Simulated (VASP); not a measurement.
# Ti5WC6 (P-3m1) in VASP: further runs

The runs below take Ti5WC6 through single point, with PBE.

Program: VASP 6.6.1. These are calculated values, not measurements. Logs are shortened: lines on timing, memory, paths and dates and some standing lists are left out, and cuts for length are marked.

## 1. The cell of the first run

Symmetry: P-3m1, No. 164, trigonal system. The conventional cell has a = 3.063 Å, b = 3.063 Å, c = 15.072 Å, α = 90.00°, β = 90.00°, γ = 120.00°. Within 2.8 Å of Ti (site symmetry 3m) lie 6 C at 2.15 to 2.18 Å. Within 2.9 Å of Ti (site symmetry 3m) lie 6 C at 2.16 to 2.18 Å. Ti (site symmetry -3m) has 6 C at 2.17 Å within 2.9 Å. Within 2.9 Å of W (site symmetry -3m) lie 6 C at 2.17 Å. Within 2.9 Å of C (site symmetry 3m) lie 3 W at 2.17 Å and 3 Ti at 2.18 Å. Within 2.8 Å of C (site symmetry 3m) lie 6 Ti at 2.15 to 2.18 Å. Within 2.9 Å of C (site symmetry 3m) lie 6 Ti at 2.16 to 2.17 Å.

## 2. Single point, PBE

Contents of INCAR:

```
PREC     = Accurate       # precision mode
ENCUT    = 520            # plane-wave cutoff, eV
EDIFF    = 1E-6           # SCF threshold, eV
ISMEAR   = 0              # smearing method
SIGMA    = 0.1            # smearing width, eV
LREAL    = False          # projectors in reciprocal space
LASPH    = True           # aspherical terms in the spheres
NELM     = 100            # most SCF steps
ALGO     = Fast           # electronic algorithm
ISIF     = 2              # what is computed and relaxed
LWAVE    = False          # write WAVECAR
LCHARG   = False          # write CHGCAR
GGA      = PE             # functional
NBANDS   = 61             # bands
```

Contents of KPOINTS:

```
regular mesh
0
Gamma
  12 12 4
```

Contents of POSCAR:

```
Ti5WC6
1.0
    3.0634162772      0.0000000000      0.0000000000
   -1.5317081386      2.6529963184      0.0000000000
    0.0000000000      0.0000000000     15.0720932583
Ti W C
5 1 6
Direct
    0.6666666667      0.3333333333      0.6686575328
    0.3333333333      0.6666666667      0.3313424672
    0.6666666667      0.3333333333      0.1652458114
    0.0000000000      0.0000000000      0.0000000000
    0.3333333333      0.6666666667      0.8347541886
    0.0000000000      0.0000000000      0.5000000000
    0.3333333333      0.6666666667      0.5837054389
    0.6666666667      0.3333333333      0.4162945611
    0.0000000000      0.0000000000      0.2499305934
    0.3333333333      0.6666666667      0.0832987516
    0.6666666667      0.3333333333      0.9167012484
    0.0000000000      0.0000000000      0.7500694066
```

Potentials or basis: VASP PAW PBE potentials, release 64 (Ti_sv, W_sv, C).

Run with:

```
$ cat potpaw_PBE.64/Ti_sv/POTCAR potpaw_PBE.64/W_sv/POTCAR potpaw_PBE.64/C/POTCAR > POTCAR
$ mpirun -np 1 vasp_std > vasp.out
```

OUTCAR:

```text
PREC = Accurate
   ENCUT = 520
   EDIFF = 1E-6
   ISMEAR = 0
   LREAL = False
   LASPH = True
   NELM = 100
   ISIF = 2
   GGA = PE

 ion  position               nearest neighbor table
   1  0.667  0.333  0.669-  12 2.15  12 2.15  12 2.15   7 2.18   7 2.18   7 2.18   6 3.10   6 3.10
                             6 3.10
   2  0.333  0.667  0.331-   9 2.15   9 2.15   9 2.15   8 2.18   8 2.18   8 2.18   6 3.10   6 3.10
                             6 3.10
   3  0.667  0.333  0.165-  10 2.16  10 2.16  10 2.16   9 2.18   9 2.18   9 2.18
   4  0.000  0.000  0.000-  10 2.17  11 2.17  10 2.17  11 2.17  11 2.17  10 2.17
   5  0.333  0.667  0.835-  11 2.16  11 2.16  11 2.16  12 2.18  12 2.18  12 2.18
   6  0.000  0.000  0.500-   7 2.17   8 2.17   7 2.17   8 2.17   8 2.17   7 2.17   1 3.10   2 3.10
                             2 3.10   1 3.10   2 3.10   1 3.10
   7  0.333  0.667  0.584-   6 2.17   6 2.17   6 2.17   1 2.18   1 2.18   1 2.18
   8  0.667  0.333  0.416-   6 2.17   6 2.17   6 2.17   2 2.18   2 2.18   2 2.18
   9  0.000  0.000  0.250-   2 2.15   2 2.15   2 2.15   3 2.18   3 2.18   3 2.18
  10  0.333  0.667  0.083-   3 2.16   3 2.16   3 2.16   4 2.17   4 2.17   4 2.17
  11  0.667  0.333  0.917-   5 2.16   5 2.16   5 2.16   4 2.17   4 2.17   4 2.17
  12  0.000  0.000  0.750-   1 2.15   1 2.15   1 2.15   5 2.18   5 2.18   5 2.18

  LATTYP: Found a hexagonal cell.
 ALAT       =     3.0634162772
 C/A-ratio  =     4.9200278038

  Lattice vectors:

 A1 = (   3.0634162772,   0.0000000000,   0.0000000000)
 A2 = (  -1.5317081386,   2.6529963184,   0.0000000000)
 A3 = (   0.0000000000,   0.0000000000,  15.0720932583)

Analysis of symmetry for initial positions (statically):
=====================================================================
 Subroutine PRICEL returns:
 Original cell was already a primitive cell.

 Routine SETGRP: Setting up the symmetry group for a
 hexagonal supercell.

 Subroutine GETGRP returns: Found 12 space group operations
 (whereof 12 operations were pure point group operations)
 out of a pool of 24 trial point group operations.

The static configuration has the point symmetry D_3d.

Analysis of symmetry for dynamics (positions and initial velocities):
=====================================================================
 Subroutine PRICEL returns:
 Original cell was already a primitive cell.

 Routine SETGRP: Setting up the symmetry group for a
 hexagonal supercell.

[... 137 lines left out ...]
   EMIN   =  10.00;   EMAX   =-10.00  energy-range for DOS
   EFERMI =   0.00;   METHOD = LEGACY
   ISMEAR =     0;   SIGMA  =   0.10  broadening in eV -4-tet -1-fermi 0-gaus
   EFERMI_NEDOS =   21; number of points for ismear=-14 and -15
   IALGO  =     68    algorithm
   IMIX   =      4    mixing-type and parameters
     AMIX     =   0.40;   BMIX     =  1.00
     AMIX_MAG =   1.60;   BMIX_MAG =  1.00
  volume/ion in A,a.u.               =      10.21        68.89
  Fermi-wavevector in a.u.,A,eV,Ry     =   1.519771  2.871950 31.425423  2.309703
  Thomas-Fermi vector in A             =   2.628712
   LORBIT       =      0    0 simple, 1 ext, 2 COOP (PROOUT), +10 PAW based schemes
   GGA     = PE    functional components
   LHFCALC =     F    Hartree Fock is set to
   AEXX    =    0.0000 exact exchange contribution
   IVDW    =     0    specifies the selected vdW correction
   LEPSILON=     F    determine dielectric tensor
   LRPA    =     F    only Hartree local field effects (RPA)
 non-spin polarized calculation
 RMM-DIIS sequential band-by-band and
 Gauss-broadening in eV      SIGMA  =   0.10
  energy-cutoff  :      520.00
  volume of cell :      122.49
 maximum number of plane-waves:      3321
 NGX is ok and might be reduce to    24
   NGX = 11   NGY = 11   NGZ = 57

 number of electron      97.9999990 magnetization

 Free energy of the ion-electron system (eV)
  ---------------------------------------------------
  ext. energy  EPLUGINS =         0.00000000
  ---------------------------------------------------
  free energy    TOTEN  =      -115.82184448 eV

  energy without entropy =     -115.81050883  energy(sigma->0) =     -115.81617665

 E-fermi :  10.1330     XC(G=0): -12.8800

 val. band max:       10.1040148222   @ k =   0.3333   0.0833   0.0000
 cond. band min:      10.1499237802   @ k =   0.0000   0.1667   0.2500
 fundamental gap:      0.0459089580
 Fermi energy:        10.1330004625

 k-point     1 :       0.0000    0.0000    0.0000
  band No.  band energies     occupation
      1     -64.9497      2.00000
      2     -47.0058      2.00000
      3     -47.0057      2.00000
      4     -46.6258      2.00000
      5     -46.6174      2.00000
      6     -46.5352      2.00000
[... 1525 lines left out ...]
     60      12.6403      0.00000
     61      12.7659      0.00000

 [... further k-points ...]

------------------------ aborting loop because EDIFF is reached ----------------------------------------

  FORCE on cell =-STRESS in cart. coord.  units (eV):
  Direction    XX          YY          ZZ          XY          YZ          ZX
  --------------------------------------------------------------------------------------
  -------------------------------------------------------------------------------------
  Total        0.2710220      0.2710220      0.2632428      0.0000000      0.0000000     -0.0000000
  in kB        3.5448581      3.5448581      3.4431099      0.0000000      0.0000000     -0.0000000
  external PRESSURE =       3.5109420 kB  Pullay stress =       0.0000000 kB

 VOLUME and BASIS-vectors are now :
 -----------------------------------------------------------------------------
  energy-cutoff  :      520.00
  volume of cell :      122.49
      direct lattice vectors                 reciprocal lattice vectors
     3.063416277  0.000000000  0.000000000     0.326432946  0.188466149  0.000000000
    -1.531708139  2.652996318  0.000000000     0.000000000  0.376932298  0.000000000
     0.000000000  0.000000000 15.072093258     0.000000000  0.000000000  0.066347785

 POSITION                                       TOTAL-FORCE (eV/Angst)
 -----------------------------------------------------------------------------------
      1.53171      0.88433     10.07807        -0.000000     -0.000000      0.011869
     -0.00000      1.76866      4.99402        -0.000000      0.000000     -0.011869
      1.53171      0.88433      2.49060        -0.000000      0.000000      0.004578
      0.00000      0.00000      0.00000         0.000000      0.000000     -0.000000
     -0.00000      1.76866     12.58149         0.000000      0.000000     -0.004578
      0.00000      0.00000      7.53605         0.000000      0.000000     -0.000000
     -0.00000      1.76866      8.79766        -0.000000      0.000000      0.019087
      1.53171      0.88433      6.27443         0.000000      0.000000     -0.019087
      0.00000      0.00000      3.76698         0.000000     -0.000000     -0.001889
     -0.00000      1.76866      1.25549        -0.000000     -0.000000      0.000668
      1.53171      0.88433     13.81661         0.000000      0.000000     -0.000668
      0.00000      0.00000     11.30512         0.000000      0.000000      0.001889
 -----------------------------------------------------------------------------------
    total drift:                                0.000000      0.000000      0.000000

  FREE ENERGIE OF THE ION-ELECTRON SYSTEM (eV)
  ---------------------------------------------------
  free  energy   TOTEN  =      -115.8218444784 eV

  energy  without entropy=     -115.8105088256  energy(sigma->0) =     -115.81617665
```

OSZICAR:

```text
N       E                     dE             d eps       ncg     rms          rms(c)
DAV:   1     0.140163356523E+04    0.14016E+04   -0.47658E+04  8418   0.196E+03
DAV:   2     0.866731465532E+02   -0.13150E+04   -0.12731E+04  8418   0.619E+02
DAV:   3    -0.128047692482E+03   -0.21472E+03   -0.20675E+03 11950   0.210E+02
[... 32 lines left out ...]
RMM:  36    -0.115821839746E+03   -0.21516E-05   -0.26489E-05  9494   0.125E-02    0.743E-04
RMM:  37    -0.115821841485E+03   -0.17383E-05   -0.21399E-05  9139   0.114E-02    0.126E-03
RMM:  38    -0.115821842766E+03   -0.12818E-05   -0.15979E-05  8700   0.104E-02    0.142E-03
RMM:  39    -0.115821843748E+03   -0.98194E-06   -0.12796E-05  8361   0.958E-03    0.142E-03
RMM:  40    -0.115821844478E+03   -0.72998E-06   -0.97478E-06  7889   0.880E-03
   1 F= -.11582184E+03 E0= -.11581618E+03  d E =-.113357E-01
```

It took 50 min on 1 thread of Oxide Virtual Turin-like, shared host; peak memory 0.5 GiB.

What came out:

```yaml
Free_energy: -115.8218 eV
Pressure: 0.4 GPa
Largest_force: 0.019 eV/Å
Band_gap_on_the_k_mesh: zero (bands 49 and 50 overlap by 1.25 eV)
```

Forces in eV/Å, atoms in the order of the input:
```
Ti   0.000  0.000  0.012
Ti   0.000  0.000 -0.012
Ti   0.000  0.000  0.005
Ti   0.000  0.000  0.000
Ti   0.000  0.000 -0.005
W    0.000  0.000  0.000
C    0.000  0.000  0.019
C    0.000  0.000 -0.019
C    0.000  0.000 -0.002
C    0.000  0.000  0.001
C    0.000  0.000 -0.001
C    0.000  0.000  0.002
```

Levels at points of the mesh, in eV from the Fermi level:
| k point | band 47 | band 48 | band 49 | band 50 | band 51 | band 52 |
| --- | --- | --- | --- | --- | --- | --- |
| (0.00, 0.00, 0.00) | -0.75 | 0.08 | 0.67 | 0.67 | 0.68 | 0.76 |
| (0.50, 0.00, 0.00) | -1.62 | -0.87 | -0.50 | -0.15 | 0.30 | 1.48 |
| (0.00, 0.00, 0.50) | -0.22 | -0.22 | -0.21 | -0.21 | 0.63 | 0.63 |
| (0.50, 0.00, 0.50) | -1.12 | -0.79 | -0.75 | -0.41 | 0.75 | 0.97 |

Caveat: spin-orbit coupling is left out, which moves the levels of the heavy elements.

## 3. Single point, PBE

Contents of INCAR:

```
SYSTEM = Ti5WC6
PREC = Accurate
ENCUT = 520
EDIFF = 1E-6
ISMEAR = 0
SIGMA = 0.1
LREAL = .False.
LASPH = .True.
NELM = 60
ALGO = Fast
ISIF = 2
LWAVE = .False.
LCHARG = .False.
GGA = PE
NBANDS = 61
```

Contents of KPOINTS:

```
Automatic mesh
0
Gamma
  12 12 4
  0 0 0
```

POSCAR is that of step 2.

Potentials or basis: VASP PAW PBE potentials, release 64 (Ti_sv, W_sv, C).

Run with:

```
$ cat potpaw_PBE.64/Ti_sv/POTCAR potpaw_PBE.64/W_sv/POTCAR potpaw_PBE.64/C/POTCAR > POTCAR
$ mpirun -np 1 vasp_std > vasp.out
```

Run time: 40 min. Hardware: 1 thread of Oxide Virtual Turin-like, shared host; peak memory 0.5 GiB.

The run converged. Its results:

```
Free energy            : -115.8218 eV
Pressure               : 0.4 GPa
Largest force          : 0.019 eV/Å
Band gap on the k mesh : zero (bands 49 and 50 overlap by 1.25 eV)
```

Forces in eV/Å, atoms in the order of the input:
```
Ti   0.000  0.000  0.012
Ti   0.000  0.000 -0.012
Ti   0.000  0.000  0.005
Ti   0.000  0.000  0.000
Ti   0.000  0.000 -0.005
W    0.000  0.000  0.000
C    0.000  0.000  0.019
C    0.000  0.000 -0.019
C    0.000  0.000 -0.002
C    0.000  0.000  0.001
C    0.000  0.000 -0.001
C    0.000  0.000  0.002
```

Levels at points of the mesh, in eV from the Fermi level:
```tsv
k point	band 45	band 46	band 47	band 48	band 49	band 50	band 51	band 52	band 53	band 54
(0.00, 0.00, 0.00)	-1.35	-0.75	-0.75	0.08	0.67	0.67	0.68	0.76	0.76	1.07
(0.50, 0.00, 0.00)	-2.17	-1.83	-1.62	-0.87	-0.50	-0.15	0.30	1.48	1.76	1.96
(0.00, 0.00, 0.50)	-0.93	-0.48	-0.22	-0.22	-0.21	-0.21	0.63	0.63	0.97	1.17
(0.50, 0.00, 0.50)	-2.38	-2.20	-1.12	-0.79	-0.75	-0.41	0.75	0.97	1.97	2.07
```

Caveat: spin-orbit coupling is left out, which moves the levels of the heavy elements.

The gap in the log of VASP goes by the Fermi energy; the results here count the filled bands.